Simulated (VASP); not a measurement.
# Li5NbO5 (C2/m) in VASP: further runs

Runs on Li5NbO5. Level: r2SCAN. Tasks: single point.

Program: VASP 6.6.1. These are calculated values, not measurements. Logs are shortened: lines on timing, memory, paths and dates and some standing lists are left out, and cuts for length are marked.

## Step 1: The cell of the first run

It takes space group C2/m (No. 12, monoclinic). The conventional cell has a = 9.399 Å, b = 3.964 Å, c = 5.662 Å, α = 90.00°, β = 108.73°, γ = 90.00°. Li (site symmetry m) has 5 O at 1.88 to 2.27 Å within 2.5 Å. Li (site symmetry m) has 5 O at 1.95 to 2.17 Å and 5 Li at 2.59 to 2.70 Å and 1 Nb at 2.78 Å within 2.8 Å. Within 2.7 Å of Li (site symmetry 2/m) lie 4 O at 1.92 to 2.05 Å and 2 Li at 2.60 Å. Nb (site symmetry 2/m) has 6 O at 1.96 to 1.98 Å within 2.6 Å. Within 2.5 Å of O (site symmetry m) lie 5 Li at 1.88 to 2.01 Å and 1 Nb at 1.96 Å. Within 2.5 Å of O (site symmetry m) lie 5 Li at 1.90 to 2.05 Å and 1 Nb at 1.96 Å. O (site symmetry 2/m) has 2 Nb at 1.98 Å and 4 Li at 2.17 to 2.27 Å within 2.6 Å.

## Step 2: Single point, r2SCAN (9.08 Å³/atom)

POSCAR

```
Li5NbO5
1.0
    4.6993800436     -1.9820946577     -0.0010965468
    4.6993800436      1.9820946577     -0.0010965468
   -1.8170868622      0.0000000000      5.3624121870
Li Nb O
5 1 5
Direct
    0.7074526226      0.7074526226      0.3431522859
    0.6885246022      0.6885246022      0.8570597416
    0.0000000000      0.0000000000      0.5000000000
    0.3114753978      0.3114753978      0.1429402584
    0.2925473774      0.2925473774      0.6568477141
    0.0000000000      0.0000000000      0.0000000000
    0.8504985063      0.8504985063      0.1750052630
    0.8404602562      0.8404602562      0.6765228271
    0.5000000000      0.5000000000      0.0000000000
    0.1595397438      0.1595397438      0.3234771729
    0.1495014937      0.1495014937      0.8249947370
```

INCAR.step1

```
SYSTEM = Li5NbO5
ALGO     = Normal         ! electronic algorithm
EDIFF    = 1E-4           ! SCF threshold, eV
ENCUT    = 520            ! plane-wave cutoff, eV
GGA      = PE             ! functional
ISMEAR   = 0              ! smearing method
LASPH    = .True.         ! aspherical terms in the spheres
LCHARG   = .False.        ! write CHGCAR
LREAL    = .False.        ! projectors in reciprocal space
LWAVE    = .True.         ! write WAVECAR
NBANDS   = 40             ! bands
NELM     = 60             ! most SCF steps
PREC     = Accurate       ! precision mode
SIGMA    = 0.02           ! smearing width, eV
```

INCAR.step2

```
SYSTEM = Li5NbO5
ALGO     = Normal         ! electronic algorithm
EDIFF    = 1E-6           ! SCF threshold, eV
ENCUT    = 520            ! plane-wave cutoff, eV
ISIF     = 2              ! what is computed and relaxed
ISMEAR   = 0              ! smearing method
ISTART   = 1            
LASPH    = .True.         ! aspherical terms in the spheres
LCHARG   = .False.        ! write CHGCAR
LMIXTAU  = .True.       
LREAL    = .False.        ! projectors in reciprocal space
LWAVE    = .False.        ! write WAVECAR
METAGGA  = R2SCAN         ! meta-GGA
NBANDS   = 40             ! bands
NELM     = 60             ! most SCF steps
PREC     = Accurate       ! precision mode
SIGMA    = 0.02           ! smearing width, eV
```

KPOINTS

```
k-points
0
Gamma
  6 6 4
  0 0 0
```

Potentials or basis: VASP PAW PBE potentials, release 64 (Li_sv, Nb_sv, O).

Started as:

```
$ cat potpaw_PBE.64/Li_sv/POTCAR potpaw_PBE.64/Nb_sv/POTCAR potpaw_PBE.64/O/POTCAR > POTCAR
$ cp INCAR.step1 INCAR
$ mpirun -np 1 vasp_std > vasp.out
$ cp INCAR.step2 INCAR
$ mpirun -np 1 vasp_std > vasp.out
```

OUTCAR:

```text
SYSTEM = Li5NbO5
   EDIFF = 1E-6
   ENCUT = 520
   ISIF = 2
   ISMEAR = 0
   ISTART = 1
   LASPH = .True.
   LREAL = .False.
   METAGGA = R2SCAN
   NELM = 60
   PREC = Accurate

 ion  position               nearest neighbor table
   1  0.707  0.707  0.343-   7 1.88   8 1.90  10 2.03  10 2.03   9 2.27   3 2.60
   2  0.689  0.689  0.857-   7 1.95   8 2.01  11 2.01  11 2.01   9 2.17   4 2.59   4 2.59   6 2.78

   3  0.000  0.000  0.500-   7 1.92  11 1.92  10 2.05   8 2.05   1 2.60   5 2.60
   4  0.311  0.311  0.143-  11 1.95  10 2.01   7 2.01   7 2.01   9 2.17   2 2.59   2 2.59   6 2.78
[... 4 lines left out ...]
   7  0.850  0.850  0.175-   1 1.88   3 1.92   2 1.95   6 1.96   4 2.01   4 2.01
   8  0.840  0.840  0.677-   1 1.90   6 1.96   2 2.01   5 2.03   5 2.03   3 2.05
   9  0.500  0.500  0.000-   6 1.98   6 1.98   2 2.17   4 2.17   1 2.27   5 2.27
  10  0.160  0.160  0.323-   5 1.90   6 1.96   4 2.01   1 2.03   1 2.03   3 2.05
  11  0.150  0.150  0.825-   5 1.88   3 1.92   4 1.95   6 1.96   2 2.01   2 2.01

  LATTYP: Found a base centered monoclinic cell.
 ALAT       =     9.3987603431
 B/A-ratio  =     0.4217778910
 C/A-ratio  =     0.6024107120
 COS(beta)  =    -0.3211525465

  Lattice vectors:

 A1 = (   4.6993800436,  -1.9820946577,  -0.0010965468)
 A2 = (   4.6993800436,   1.9820946577,  -0.0010965468)
 A3 = (  -1.8170868622,   0.0000000000,   5.3624121870)

Analysis of symmetry for initial positions (statically):
=====================================================================
 Subroutine PRICEL returns:
 Original cell was already a primitive cell.

 Routine SETGRP: Setting up the symmetry group for a
 base centered monoclinic supercell.

 Subroutine GETGRP returns: Found  4 space group operations
 (whereof  4 operations were pure point group operations)
 out of a pool of  4 trial point group operations.

The static configuration has the point symmetry C_2h.

Analysis of symmetry for dynamics (positions and initial velocities):
=====================================================================
 Subroutine PRICEL returns:
 Original cell was already a primitive cell.

 Routine SETGRP: Setting up the symmetry group for a
 base centered monoclinic supercell.

 Subroutine GETGRP returns: Found  4 space group operations
 (whereof  4 operations were pure point group operations)
 out of a pool of  4 trial point group operations.

The dynamic configuration has the point symmetry C_2h.

 Subroutine INISYM returns: Found  4 space group operations
 (whereof  4 operations are pure point group operations),
 and found     1 'primitive' translations
[... 125 lines left out ...]
   NUPDOWN=      -1.0000    fix difference up-down
   EMIN   =  10.00;   EMAX   =-10.00  energy-range for DOS
   EFERMI =   0.00;   METHOD = LEGACY
   ISMEAR =     0;   SIGMA  =   0.02  broadening in eV -4-tet -1-fermi 0-gaus
   EFERMI_NEDOS =   21; number of points for ismear=-14 and -15
   IALGO  =     38    algorithm
   IMIX   =      4    mixing-type and parameters
     AMIX     =   0.40;   BMIX     =  1.00
     AMIX_MAG =   1.60;   BMIX_MAG =  1.00
  volume/ion in A,a.u.               =       9.08        61.28
  Fermi-wavevector in a.u.,A,eV,Ry     =   1.365769  2.580929 25.379284  1.865325
  Thomas-Fermi vector in A             =   2.491968
   LORBIT       =      0    0 simple, 1 ext, 2 COOP (PROOUT), +10 PAW based schemes
   METAGGA = R2SCAN    functional components
   LHFCALC =     F    Hartree Fock is set to
   AEXX    =    0.0000 exact exchange contribution
   IVDW    =     0    specifies the selected vdW correction
   LEPSILON=     F    determine dielectric tensor
   LRPA    =     F    only Hartree local field effects (RPA)
 non-spin polarized calculation
 Gauss-broadening in eV      SIGMA  =   0.02
  energy-cutoff  :      520.00
  volume of cell :       99.89
 maximum number of plane-waves:      2711
 NGX is ok and might be reduce to    40
   NGX = 19   NGY = 19   NGZ = 21

 number of electron      58.0000001 magnetization

 Free energy of the ion-electron system (eV)
  ---------------------------------------------------
  ext. energy  EPLUGINS =         0.00000000
  ---------------------------------------------------
  free energy    TOTEN  =       -93.97675718 eV

  energy without entropy =      -93.97675718  energy(sigma->0) =      -93.97675718

 E-fermi :   2.9665     XC(G=0): -10.9171

 val. band max:        2.7124671005   @ k =   0.0000   0.0000   0.0000
 cond. band min:       6.3535173930   @ k =   0.0000   0.0000   0.0000
 fundamental gap:      3.6410502925
 Fermi energy:         2.9665468961

 k-point     1 :       0.0000    0.0000    0.0000
  band No.  band energies     occupation
      1     -53.2845      2.00000
      2     -41.7063      2.00000
      3     -41.5201      2.00000
      4     -41.4763      2.00000
      5     -41.0499      2.00000
      6     -41.0125      2.00000
[... 1021 lines left out ...]
     39      14.7026      0.00000
     40      14.8993      0.00000

 [... further k-points ...]

------------------------ aborting loop because EDIFF is reached ----------------------------------------

  FORCE on cell =-STRESS in cart. coord.  units (eV):
  Direction    XX          YY          ZZ          XY          YZ          ZX
  --------------------------------------------------------------------------------------
  -------------------------------------------------------------------------------------
  Total        4.3667660      4.3367613      4.4203317      0.0000000      0.0000000      0.0695170
  in kB       70.0405735     69.5593151     70.8997387      0.0000000      0.0000000      1.1150150
  external PRESSURE =      70.1665424 kB  Pullay stress =       0.0000000 kB

 VOLUME and BASIS-vectors are now :
 -----------------------------------------------------------------------------
  energy-cutoff  :      520.00
  volume of cell :       99.89
      direct lattice vectors                 reciprocal lattice vectors
     4.699380044 -1.982094658 -0.001096547     0.106405426 -0.252258386  0.036056143
     4.699380044  1.982094658 -0.001096547     0.106405426  0.252258386  0.036056143
    -1.817086862  0.000000000  5.362412187     0.000043517  0.000000000  0.186497986

 POSITION                                       TOTAL-FORCE (eV/Angst)
 -----------------------------------------------------------------------------------
      6.02564      0.00000      1.83857        -0.003066      0.000000     -0.045918
      4.91393      0.00000      4.59440         0.013969      0.000000     -0.022624
     -0.90854      0.00000      2.68121         0.000000      0.000000      0.000000
      2.66775      0.00000      0.76582        -0.013969      0.000000      0.022624
      1.55603      0.00000      3.52165         0.003066      0.000000      0.045918
      0.00000      0.00000      0.00000         0.000000      0.000000      0.000000
      7.67563      0.00000      0.93659        -0.004070      0.000000     -0.007214
      6.66998      0.00000      3.62595        -0.003550      0.000000     -0.012401
      4.69938      0.00000     -0.00110         0.000000     -0.000000      0.000000
      0.91169      0.00000      1.73427         0.003550      0.000000      0.012401
     -0.09396      0.00000      4.42363         0.004070      0.000000      0.007214
 -----------------------------------------------------------------------------------
    total drift:                               -0.000000     -0.000000     -0.000000

  FREE ENERGIE OF THE ION-ELECTRON SYSTEM (eV)
  ---------------------------------------------------
  free  energy   TOTEN  =       -93.9767571757 eV

  energy  without entropy=      -93.9767571757  energy(sigma->0) =      -93.97675718
```

OSZICAR.step1:

```text
N       E                     dE             d eps       ncg     rms          rms(c)
DAV:   1     0.564541521769E+03    0.56454E+03   -0.29568E+04  3760   0.160E+03
DAV:   2    -0.231307936265E+02   -0.58767E+03   -0.56091E+03  4424   0.492E+02
DAV:   3    -0.775681646600E+02   -0.54437E+02   -0.53973E+02  5448   0.132E+02
DAV:   4    -0.836849977656E+02   -0.61168E+01   -0.60772E+01  6624   0.405E+01
DAV:   5    -0.840330827341E+02   -0.34808E+00   -0.34802E+00  5472   0.744E+00    0.226E+01
DAV:   6    -0.694402202251E+02    0.14593E+02   -0.49806E+01  5600   0.442E+01    0.696E+00
DAV:   7    -0.696214941983E+02   -0.18127E+00   -0.57437E+00  5472   0.110E+01    0.471E+00
DAV:   8    -0.695621953425E+02    0.59299E-01   -0.65932E-01  5608   0.469E+00    0.139E+00
DAV:   9    -0.695711777366E+02   -0.89824E-02   -0.88662E-02  5704   0.179E+00    0.516E-01
DAV:  10    -0.695736578706E+02   -0.24801E-02   -0.24596E-02  4920   0.866E-01    0.206E-01
DAV:  11    -0.695764489071E+02   -0.27910E-02   -0.42887E-03  5304   0.337E-01    0.934E-02
DAV:  12    -0.695774135747E+02   -0.96467E-03   -0.90585E-04  3824   0.171E-01    0.492E-02
DAV:  13    -0.695776996681E+02   -0.28609E-03   -0.34327E-04  3560   0.898E-02    0.279E-02
DAV:  14    -0.695777055110E+02   -0.58429E-05   -0.51755E-05  3312   0.523E-02
   1 F= -.69577706E+02 E0= -.69577706E+02  d E =-.551176E-32
```

Wall time 11 min (1 thread of Intel Xeon 6975P-C (Granite Rapids), shared host); peak memory 0.38 GiB.

What came out:

```
Free energy            : -93.9768 eV
Largest force          : 0.046 eV/Å
Band gap on the k mesh : 3.64 eV
```

Forces on the atoms (eV/Å):
```
Li  -0.003  0.000 -0.046
Li   0.014  0.000 -0.023
Li   0.000  0.000  0.000
Li  -0.014  0.000  0.023
Li   0.003  0.000  0.046
Nb   0.000  0.000  0.000
O   -0.004  0.000 -0.007
O   -0.004  0.000 -0.012
O    0.000  0.000  0.000
O    0.004  0.000  0.012
O    0.004  0.000  0.007
```

Levels at points of the mesh, in eV from the valence-band top:
| k point | band 27 | band 28 | band 29 | band 30 | band 31 | band 32 |
| --- | --- | --- | --- | --- | --- | --- |
| (0.00, 0.00, 0.00) | -0.35 | -0.14 | 0.00 | 3.64 | 4.03 | 4.95 |
| (0.50, 0.00, 0.00) | -0.34 | -0.20 | -0.13 | 4.78 | 5.39 | 5.49 |
| (0.50, 0.50, 0.00) | -1.20 | -0.57 | -0.10 | 3.73 | 4.16 | 4.20 |
| (0.00, 0.00, 0.50) | -0.91 | -0.70 | -0.24 | 3.95 | 4.20 | 5.12 |
| (0.50, 0.00, 0.50) | -0.48 | -0.45 | -0.27 | 4.99 | 5.44 | 5.64 |
| (0.50, 0.50, 0.50) | -0.64 | -0.59 | -0.23 | 3.69 | 3.85 | 5.03 |

Caveat: the cutoff is under 1.25 times the usual one of these potentials, so pressure, stress and relaxed cells hold a basis-set (Pulay) error; the PAW data sets were made with another functional, which shifts forces and pressure a little. A k mesh can miss the band edges.

## Step 3: Single point, r2SCAN (9.37 Å³/atom)

This run uses another cell than the first one, of 9.37 Å³/atom.

POSCAR

```
Li5NbO5
1.0
    4.7699748531     -1.9934451899      0.0012130726
    4.7699748531      1.9934451899      0.0012130726
   -1.8417345666      0.0000000000      5.4197190472
Li Nb O
5 1 5
Direct
    0.7101568019      0.7101568019      0.3439959321
    0.6898203920      0.6898203920      0.8590956673
    0.0000000000      0.0000000000      0.5000000000
    0.3101796080      0.3101796080      0.1409043327
    0.2898431981      0.2898431981      0.6560040679
    0.0000000000      0.0000000000      0.0000000000
    0.8521837735      0.8521837735      0.1743958248
    0.8414281054      0.8414281054      0.6792898318
    0.5000000000      0.5000000000      0.0000000000
    0.1585718946      0.1585718946      0.3207101682
    0.1478162265      0.1478162265      0.8256041752
```

INCAR.step1

```
PREC = Accurate
ENCUT = 520
ISMEAR = 0
SIGMA = 0.02
LREAL = F
LASPH = T
NELM = 80
NBANDS = 40
GGA = PE
ALGO = Normal
EDIFF = 1E-4
LWAVE = T
LCHARG = F
```

INCAR.step2

```
PREC = Accurate
ENCUT = 520
EDIFF = 1E-7
ISMEAR = 0
SIGMA = 0.02
LREAL = F
LASPH = T
NELM = 80
ALGO = Normal
ISIF = 2
LWAVE = F
LCHARG = F
METAGGA = R2SCAN
LMIXTAU = T
NBANDS = 40
ISTART = 1
```

KPOINTS

```
Automatic mesh
0
Gamma
  6 6 4
```

Potentials or basis: VASP PAW PBE potentials, release 64 (Li_sv, Nb_sv, O).

Started as:

```
$ cat potpaw_PBE.64/Li_sv/POTCAR potpaw_PBE.64/Nb_sv/POTCAR potpaw_PBE.64/O/POTCAR > POTCAR
$ cp INCAR.step1 INCAR
$ mpirun -np 1 vasp_std > vasp.out
$ cp INCAR.step2 INCAR
$ mpirun -np 1 vasp_std > vasp.out
```

Wall time 12 min (1 thread of Intel Xeon 6975P-C (Granite Rapids), shared host); peak memory 0.39 GiB.

It converged, with:

```yaml
Free_energy: -94.0820 eV
Largest_force: 0.050 eV/Å
Band_gap_on_the_k_mesh: 3.66 eV (least direct gap 3.67 eV)
```

Forces in eV/Å, atoms in the order of the input:
```
Li  -0.047  0.000 -0.018
Li  -0.015  0.000  0.011
Li   0.000  0.000  0.000
Li   0.015  0.000 -0.011
Li   0.047  0.000  0.018
Nb   0.000  0.000  0.000
O   -0.012  0.000 -0.014
O   -0.007  0.000 -0.017
O    0.000  0.000  0.000
O    0.007  0.000  0.017
O    0.012  0.000  0.014
```

Levels at points of the mesh, in eV from the valence-band top:
| k point | band 25 | band 26 | band 27 | band 28 | band 29 | band 30 | band 31 | band 32 | band 33 | band 34 |
| --- | --- | --- | --- | --- | --- | --- | --- | --- | --- | --- |
| (0.00, 0.00, 0.00) | -1.15 | -0.54 | -0.30 | -0.11 | -0.01 | 3.66 | 4.01 | 4.90 | 5.30 | 7.08 |
| (0.50, 0.00, 0.00) | -0.61 | -0.39 | -0.33 | -0.12 | -0.09 | 4.76 | 5.45 | 5.45 | 5.66 | 9.17 |
| (0.50, 0.50, 0.00) | -1.22 | -1.16 | -1.12 | -0.55 | -0.07 | 3.74 | 4.16 | 4.18 | 6.07 | 7.18 |
| (0.00, 0.00, 0.50) | -1.18 | -1.18 | -0.88 | -0.64 | -0.21 | 3.93 | 4.19 | 5.07 | 6.09 | 7.15 |
| (0.50, 0.00, 0.50) | -0.97 | -0.76 | -0.46 | -0.38 | -0.19 | 4.96 | 5.40 | 5.59 | 6.15 | 9.33 |
| (0.50, 0.50, 0.50) | -1.22 | -0.69 | -0.58 | -0.57 | -0.21 | 3.70 | 3.86 | 5.00 | 6.63 | 7.02 |

Caveat: the cutoff is under 1.25 times the usual one of these potentials, so pressure, stress and relaxed cells hold a basis-set (Pulay) error; the PAW data sets were made with another functional, which shifts forces and pressure a little. A k mesh can miss the band edges.

## Step 4: Single point, r2SCAN

This run uses another cell than the first one, of 9.66 Å³/atom.

POSCAR

```
Li5NbO5
1.0
    4.8361161661     -2.0050601294      0.0023368330
    4.8361161661      2.0050601294      0.0023368330
   -1.8660105163      0.0000000000      5.4785718662
Li Nb O
5 1 5
Direct
    0.7125211951      0.7125211951      0.3443682403
    0.6909067330      0.6909067330      0.8616028655
    0.0000000000      0.0000000000      0.5000000000
    0.3090932670      0.3090932670      0.1383971345
    0.2874788049      0.2874788049      0.6556317597
    0.0000000000      0.0000000000      0.0000000000
    0.8537799533      0.8537799533      0.1737288567
    0.8423584656      0.8423584656      0.6820998110
    0.5000000000      0.5000000000      0.0000000000
    0.1576415344      0.1576415344      0.3179001890
    0.1462200467      0.1462200467      0.8262711433
```

INCAR.step1

```
ALGO = Normal ; EDIFF = 1E-4
ENCUT = 520 ; GGA = PE
ISMEAR = 0 ; LASPH = True
LCHARG = False ; LREAL = False
LWAVE = True ; NBANDS = 40
NELM = 80 ; PREC = Accurate
SIGMA = 0.02
```

INCAR.step2

```
ALGO = Normal ; EDIFF = 1E-7
ENCUT = 520 ; ISIF = 2
ISMEAR = 0 ; ISTART = 1
LASPH = True ; LCHARG = False
LMIXTAU = True ; LREAL = False
LWAVE = False ; METAGGA = R2SCAN
NBANDS = 40 ; NELM = 80
PREC = Accurate ; SIGMA = 0.02
```

KPOINTS

```
k-points
0
Gamma
  6 6 4
```

Started as:

```
$ cat potpaw_PBE.64/Li_sv/POTCAR potpaw_PBE.64/Nb_sv/POTCAR potpaw_PBE.64/O/POTCAR > POTCAR
$ cp INCAR.step1 INCAR
$ mpirun -np 1 vasp_std > vasp.out
$ cp INCAR.step2 INCAR
$ mpirun -np 1 vasp_std > vasp.out
```

Wall time 14 min (1 thread of Intel Xeon 6975P-C (Granite Rapids), shared host); peak memory 0.4 GiB.

Results (log left out):

| Property | Result |
| --- | --- |
| Free energy | -94.1167 eV |
| Largest force | 0.047 eV/Å |
| Band gap on the k mesh | 3.62 eV (least direct gap 3.68 eV) |

Forces on the atoms (eV/Å):
```
Li   0.046  0.000 -0.005
Li  -0.016  0.000 -0.018
Li   0.000  0.000  0.000
Li   0.016  0.000  0.018
Li  -0.046  0.000  0.005
Nb   0.000  0.000  0.000
O   -0.017  0.000 -0.012
O   -0.010  0.000 -0.029
O    0.000  0.000  0.000
O    0.010  0.000  0.029
O    0.017  0.000  0.012
```

Levels at points of the mesh, in eV from the valence-band top:
| k point | band 27 | band 28 | band 29 | band 30 | band 31 | band 32 |
| --- | --- | --- | --- | --- | --- | --- |
| (0.00, 0.00, 0.00) | -0.30 | -0.13 | -0.06 | 3.62 | 3.94 | 4.80 |
| (0.50, 0.00, 0.00) | -0.37 | -0.11 | -0.09 | 4.68 | 5.34 | 5.44 |
| (0.50, 0.50, 0.00) | -1.09 | -0.58 | -0.10 | 3.70 | 4.11 | 4.12 |
| (0.00, 0.00, 0.50) | -0.90 | -0.63 | -0.24 | 3.86 | 4.12 | 4.96 |
| (0.50, 0.00, 0.50) | -0.48 | -0.36 | -0.17 | 4.88 | 5.30 | 5.49 |
| (0.50, 0.50, 0.50) | -0.61 | -0.58 | -0.24 | 3.66 | 3.82 | 4.92 |

Caveat: the cutoff is under 1.25 times the usual one of these potentials, so pressure, stress and relaxed cells hold a basis-set (Pulay) error; the PAW data sets were made with another functional, which shifts forces and pressure a little. A k mesh can miss the band edges.

## Step 5: The runs side by side

```csv
cell,gap on the mesh (eV),largest force (eV/Å)
"a = 5.100, b = 5.100, c = 5.662 Å, angles 107.2, 107.2, 45.7°, 11 atoms, atomic positions A",3.64,0.05
"a = 5.170, b = 5.170, c = 5.724 Å, angles 107.3, 107.3, 45.4°, 11 atoms, atomic positions B",3.66,0.05
"a = 5.235, b = 5.235, c = 5.788 Å, angles 107.3, 107.3, 45.0°, 11 atoms, atomic positions C",3.62,0.05
```

Alike in all rows: task single point; level r2SCAN; potentials or basis VASP PAW PBE potentials, release 64 (Li_sv, Nb_sv, O); no spin polarisation; k mesh 6 × 6 × 4; cutoff (eV) 520; smearing gaussian 0.02 eV.

Caveats: the cutoff is under 1.25 times the usual one of these potentials, so pressure, stress and relaxed cells hold a basis-set (Pulay) error; the PAW data sets were made with another functional, which shifts forces and pressure a little.

Absolute energies hang on the potentials; compare differences alone.
